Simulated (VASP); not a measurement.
# CuO (Cccm) in VASP: single point with PBE

Aim: the single point of CuO with PBE.

All numbers are computed with VASP 6.6.1; they aren't measurements. Logs are shortened: lines on timing, memory, paths and dates and some standing lists are left out, and cuts for length are marked.

## 1. The cell of the first run

The structure is orthorhombic, space group Cccm (No. 66). Conventional cell: a = 3.982 Å, b = 4.307 Å, c = 5.156 Å, α = 90.00°, β = 90.00°, γ = 90.00°. Within 2.6 Å of Cu (site symmetry 2/m) lie 4 O at 1.95 Å. O (site symmetry 222) has 4 Cu at 1.95 Å and 2 O at 2.58 Å within 2.6 Å.

## 2. Single point, PBE, collinear spin

INCAR

```
PREC = Accurate
ENCUT = 520
EDIFF = 1E-6
ISMEAR = 0
SIGMA = 0.1
LREAL = False
LASPH = True
NELM = 150
ALGO = Normal
ISIF = 2
LWAVE = False
LCHARG = False
ISPIN = 2
MAGMOM = -1 -1 0 0
LORBIT = 11
LMAXMIX = 4
GGA = PE
NBANDS = 29
```

KPOINTS

```
regular mesh
0
Gamma
  6 6 4
```

POSCAR

```
CuO
1.0
    1.9909679900     -2.1535499100      0.0000000000
    1.9909679900      2.1535499100      0.0000000000
    0.0000000000      0.0000000000      5.1559281300
Cu O
2 2
Direct
    0.0000000000      0.5000000000      0.5000000000
    0.5000000000      0.0000000000      0.0000000000
    0.5000000000      0.5000000000      0.7500000000
    0.5000000000      0.5000000000      0.2500000000
```

Potentials or basis: VASP PAW PBE potentials, release 64 (Cu, O).

Started as:

```
$ cat potpaw_PBE.64/Cu/POTCAR potpaw_PBE.64/O/POTCAR > POTCAR
$ mpirun -np 1 vasp_std > vasp.out
```

OUTCAR:

```text
PREC = Accurate
   ENCUT = 520
   EDIFF = 1E-6
   ISMEAR = 0
   LREAL = False
   LASPH = True
   NELM = 150
   ISIF = 2
   ISPIN = 2
   LORBIT = 11
   GGA = PE

 ion  position               nearest neighbor table
   1  0.000  0.500  0.500-   3 1.95   4 1.95   3 1.95   4 1.95
   2  0.500  0.000  0.000-   3 1.95   4 1.95   3 1.95   4 1.95
   3  0.500  0.500  0.750-   1 1.95   2 1.95   2 1.95   1 1.95
   4  0.500  0.500  0.250-   1 1.95   2 1.95   2 1.95   1 1.95

  LATTYP: Found a base centered orthorhombic cell.
 ALAT       =     3.9819359800
 B/A-ratio  =     1.0816597358
 C/A-ratio  =     1.2948294889

  Lattice vectors:

 A1 = (   1.9909679900,  -2.1535499100,   0.0000000000)
 A2 = (   1.9909679900,   2.1535499100,   0.0000000000)
 A3 = (   0.0000000000,   0.0000000000,   5.1559281300)

Analysis of symmetry for initial positions (statically):
=====================================================================
 Subroutine PRICEL returns:
 Original cell was already a primitive cell.

 Routine SETGRP: Setting up the symmetry group for a
 base centered orthorhombic supercell.

 Subroutine GETGRP returns: Found  8 space group operations
 (whereof  4 operations were pure point group operations)
 out of a pool of  8 trial point group operations.

The static configuration has the point symmetry C_2h.
 The point group associated with its full space group is D_2h.

Analysis of symmetry for dynamics (positions and initial velocities):
=====================================================================
 Subroutine PRICEL returns:
 Original cell was already a primitive cell.

 Routine SETGRP: Setting up the symmetry group for a
 base centered orthorhombic supercell.

 Subroutine GETGRP returns: Found  8 space group operations
 (whereof  4 operations were pure point group operations)
 out of a pool of  8 trial point group operations.

The dynamic configuration has the point symmetry C_2h.
 The point group associated with its full space group is D_2h.

Analysis of structural, dynamic, and magnetic symmetry:
=====================================================================
 Subroutine PRICEL returns:
 Original cell was already a primitive cell.

 Routine SETGRP: Setting up the symmetry group for a
 base centered orthorhombic supercell.

 Subroutine GETGRP returns: Found  8 space group operations
 (whereof  4 operations were pure point group operations)
 out of a pool of  8 trial point group operations.

The overall configuration has the point symmetry C_2h.
 The point group associated with its full space group is D_2h.

 Subroutine INISYM returns: Found  8 space group operations
 (whereof  4 operations are pure point group operations),
 and found     1 'primitive' translations

----------------------------------------------------------------------------------------

                                     Primitive cell

  volume of cell :      44.2136

  direct lattice vectors                    reciprocal lattice vectors
     1.990967990 -2.153549910  0.000000000     0.251134123 -0.232174791  0.000000000
     1.990967990  2.153549910  0.000000000     0.251134123  0.232174791  0.000000000
     0.000000000  0.000000000  5.155928130     0.000000000  0.000000000  0.193951501

  length of vectors
     2.932870736  2.932870736  5.155928130     0.342013861  0.342013861  0.193951501

  position of ions in fractional coordinates (direct lattice)
     0.000000000  0.500000000  0.500000000
     0.500000000  0.000000000  0.000000000
     0.500000000  0.500000000  0.750000000
     0.500000000  0.500000000  0.250000000

  ion indices of the primitive-cell ions
   primitive index   ion index
                 1           1
                 2           2
                 3           3
                 4           4

----------------------------------------------------------------------------------------

 KPOINTS: regular mesh

Automatic generation of k-mesh.
 Grid dimensions read from file:
 generate k-points for:    6    6    4

 Generating k-lattice:

  Cartesian coordinates                     Fractional coordinates (reciprocal lattice)
     0.041855687 -0.038695798  0.000000000     0.166666667  0.000000000  0.000000000
     0.041855687  0.038695798  0.000000000     0.000000000  0.166666667  0.000000000
     0.000000000  0.000000000  0.048487875     0.000000000  0.000000000  0.250000000

  Length of vectors
     0.057002310  0.057002310  0.048487875

  Shift w.r.t. Gamma in fractional coordinates (k-lattice)
     0.000000000  0.000000000  0.000000000

 Subroutine IBZKPT returns following result:
 ===========================================

 Found     39 irreducible k-points:

 Following reciprocal coordinates:
            Coordinates               Weight
  0.000000  0.000000  0.000000      1.000000
  0.166667 -0.000000  0.000000      4.000000
  0.333333 -0.000000  0.000000      4.000000
  0.500000 -0.000000  0.000000      2.000000
  0.166667  0.166667  0.000000      2.000000
  0.333333  0.166667  0.000000      4.000000
[... 16 lines left out ...]
  0.333333  0.333333  0.250000      4.000000
  0.500000  0.333333  0.250000      8.000000
 [... further k-points ...]
   k-points           NKPTS =     39   k-points in BZ     NKDIM =     39   number of bands    NBANDS=     29
   number of dos      NEDOS =    301   number of ions     NIONS =      4
   total plane-waves  NPLWV =  23040
   dimension x,y,z NGX =    24 NGY =   24 NGZ =   40
   dimension x,y,z NGXF=    48 NGYF=   48 NGZF=   80
   ions per type =               2   2
   NGX,Y,Z   is equivalent  to a cutoff of  13.60, 13.60, 12.90 a.u.
   NGXF,Y,Z  is equivalent  to a cutoff of  27.21, 27.21, 25.79 a.u.
 SYSTEM =  unknown system
   PREC   = accura    normal or accurate (medium, high low for compatibility)
   ISTART =      0    job   : 0-new  1-cont  2-samecut
   ICHARG =      2    charge: 1-file 2-atom 10-const
   ISPIN  =      2    spin polarized calculation?
   LNONCOLLINEAR =      F non collinear calculations
   LSORBIT =      F    spin-orbit coupling
   LASPH  =      T    aspherical Exc in radial PAW
   ENCUT  =  520.0 eV  38.22 Ry    6.18 a.u.   5.45  5.45  9.59*2*pi/ulx,y,z
   NELM   =    150;   NELMIN=  2; NELMDL= -5     # of ELM steps
   EDIFF  = 0.1E-05   stopping-criterion for ELM
   LREAL  =      F    real-space projection
   EDIFFG = 0.1E-04   stopping-criterion for IOM
   NSW    =      0    number of steps for IOM
   IBRION =     -1    ionic relax: 0-MD 1-quasi-New 2-CG
   NFREE  =      0    steps in history (QN), initial steepest desc. (CG)
   ISIF   =      2    stress and relaxation
   ISYM   =      2    0-nonsym 1-usesym 2-fastsym
   POTIM  = 0.5000    time-step for ionic-motion
   TEBEG  =    0.0;   TEEND  =   0.0 temperature during run
   PSTRESS=    0.0 pullay stress
   NELECT =      34.0000    total number of electrons
   NUPDOWN=      -1.0000    fix difference up-down
   EMIN   =  10.00;   EMAX   =-10.00  energy-range for DOS
   EFERMI =   0.00;   METHOD = LEGACY
   ISMEAR =     0;   SIGMA  =   0.10  broadening in eV -4-tet -1-fermi 0-gaus
   EFERMI_NEDOS =   21; number of points for ismear=-14 and -15
   IALGO  =     38    algorithm
   IMIX   =      4    mixing-type and parameters
     AMIX     =   0.40;   BMIX     =  1.00
     AMIX_MAG =   1.60;   BMIX_MAG =  1.00
  volume/ion in A,a.u.               =      11.05        74.59
  Fermi-wavevector in a.u.,A,eV,Ry     =   1.499854  2.834314 30.607167  2.249563
  Thomas-Fermi vector in A             =   2.611430
   LORBIT       =     11    0 simple, 1 ext, 2 COOP (PROOUT), +10 PAW based schemes
   GGA     = PE    functional components
   LHFCALC =     F    Hartree Fock is set to
   AEXX    =    0.0000 exact exchange contribution
   IVDW    =     0    specifies the selected vdW correction
   LEPSILON=     F    determine dielectric tensor
   LRPA    =     F    only Hartree local field effects (RPA)
 spin polarized calculation
 Gauss-broadening in eV      SIGMA  =   0.10
  energy-cutoff  :      520.00
  volume of cell :       44.21
 maximum number of plane-waves:      1206
 NGX is ok and might be reduce to    24
   NGX = 11   NGY = 11   NGZ = 19

 number of electron      33.9999999 magnetization       0.0005420

 number of electron      33.9999999 magnetization      -0.0033616

 Free energy of the ion-electron system (eV)
  ---------------------------------------------------
  ext. energy  EPLUGINS =         0.00000000
  ---------------------------------------------------
  free energy    TOTEN  =       -19.73624498 eV

  energy without entropy =      -19.72798318  energy(sigma->0) =      -19.73211408

 E-fermi :   4.9220     XC(G=0): -11.3349

 val. band max:        4.9063986325   @ k =   0.3333   0.1667   0.5000
 cond. band min:       4.9526547875   @ k =  -0.3333   0.1667   0.5000
 fundamental gap:      0.0462561550
 Fermi energy:         4.9220268034

 spin component 1

 k-point     1 :       0.0000    0.0000    0.0000
  band No.  band energies     occupation
      1     -14.8818      1.00000
      2     -13.5824      1.00000
      3      -3.1918      1.00000
      4      -0.5694      1.00000
      5      -0.4080      1.00000
      6       1.1999      1.00000
[... 757 lines left out ...]
     28      22.4315      0.00000
     29      22.6476      0.00000

 [... further k-points ...]

 spin component 2

 k-point     1 :       0.0000    0.0000    0.0000
  band No.  band energies     occupation
      1     -14.8824      1.00000
      2     -13.5831      1.00000
      3      -3.1923      1.00000
      4      -0.5709      1.00000
      5      -0.4094      1.00000
      6       1.1991      1.00000
[... 757 lines left out ...]
     28      22.4311      0.00000
     29      22.6472      0.00000

 [... further k-points ...]

------------------------ aborting loop because EDIFF is reached ----------------------------------------

  FORCE on cell =-STRESS in cart. coord.  units (eV):
  Direction    XX          YY          ZZ          XY          YZ          ZX
  --------------------------------------------------------------------------------------
  -------------------------------------------------------------------------------------
  Total        0.6844269      0.4459633      0.6589622     -0.0000000      0.0000000      0.0000000
  in kB       24.8017089     16.1604583     23.8789381     -0.0000000      0.0000000      0.0000000
  external PRESSURE =      21.6137018 kB  Pullay stress =       0.0000000 kB

 VOLUME and BASIS-vectors are now :
 -----------------------------------------------------------------------------
  energy-cutoff  :      520.00
  volume of cell :       44.21
      direct lattice vectors                 reciprocal lattice vectors
     1.990967990 -2.153549910  0.000000000     0.251134123 -0.232174791  0.000000000
     1.990967990  2.153549910  0.000000000     0.251134123  0.232174791  0.000000000
     0.000000000  0.000000000  5.155928130     0.000000000  0.000000000  0.193951501

 POSITION                                       TOTAL-FORCE (eV/Angst)
 -----------------------------------------------------------------------------------
      0.99548      1.07677      2.57796        -0.000000     -0.000000      0.000000
      0.99548     -1.07677      0.00000         0.000000     -0.000000      0.000000
      1.99097      0.00000      3.86695        -0.000000      0.000000     -0.000000
      1.99097      0.00000      1.28898        -0.000000      0.000000      0.000000
 -----------------------------------------------------------------------------------
    total drift:                                0.000000     -0.000000     -0.000000

  FREE ENERGIE OF THE ION-ELECTRON SYSTEM (eV)
  ---------------------------------------------------
  free  energy   TOTEN  =       -19.7362449829 eV

  energy  without entropy=      -19.7279831766  energy(sigma->0) =      -19.73211408

 total charge

# of ion       s       p       d       tot
------------------------------------------
    1        0.390   0.387   9.124   9.901
    2        0.390   0.387   9.124   9.901
    3        1.577   3.377   0.000   4.954
    4        1.577   3.377   0.000   4.954
--------------------------------------------------
tot          3.934   7.529  18.248  29.711

 magnetization (x)

# of ion       s       p       d       tot
------------------------------------------
    1        0.000   0.000  -0.001  -0.001
    2        0.000   0.000  -0.001  -0.001
    3       -0.000  -0.000   0.000  -0.000
    4       -0.000  -0.000   0.000  -0.000
--------------------------------------------------
tot         -0.000  -0.000  -0.001  -0.002
```

It took 70 s on 1 thread of Intel Xeon Platinum 8488C (Sapphire Rapids), shared host; peak memory 0.22 GiB.

Results:

- Free energy: -19.7362 eV
- Pressure: 2.2 GPa
- Band gap on the k mesh: zero (filled and empty bands overlap)
- Net moment: 0.00 μB per cell
- Valence electrons inside the program's atomic spheres: Cu 9.90; O 4.95

Stress tensor (GPa, compression positive):
```
2.48 0.00 0.00
0.00 1.62 0.00
0.00 0.00 2.39
```

Caveat: semilocal functionals often make such compounds metallic where correlation or magnetic order opens a gap, which also shifts bond lengths.
